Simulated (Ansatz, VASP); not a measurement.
# One calculation of Bi, two programs

```
Bi
1.0
     3.55573    0.00000    0.00000
    -1.77786    3.07935    0.00000
     0.00000    0.00000   11.91086
Bi
4
Direct
  0.00000 0.00000 0.00000
  0.00000 0.00000 0.50000
  0.33333 0.66667 0.25000
  0.66667 0.33333 0.75000
```

Alike in both runs: task single point; functional RPBE; k mesh 12 × 12 × 3; occupations fermi-dirac, width 0.1 eV; no spin polarisation.

|  | VASP | Ansatz |
| --- | --- | --- |
| version | VASP 6.6.1 | Ansatz 0.2.0 |
| potentials or method | VASP PAW PBE potentials, release 64 (Bi_d), cutoff 520 eV | plane waves (420 eV) with PAW, scalar-relativistic |
| valence electrons in the cell | 60 | 60 |

|  | VASP | Ansatz | Ansatz less VASP |
| --- | --- | --- | --- |
| pressure (GPa) | -0.1 | -0.1 | +0.06 |
| traceless stress, the component that is largest in VASP (GPa) | 0.12 | 0.12 | -0.002 |

VASP's potentials were made for PBE, not for RPBE.

Spin-orbit coupling is off throughout.
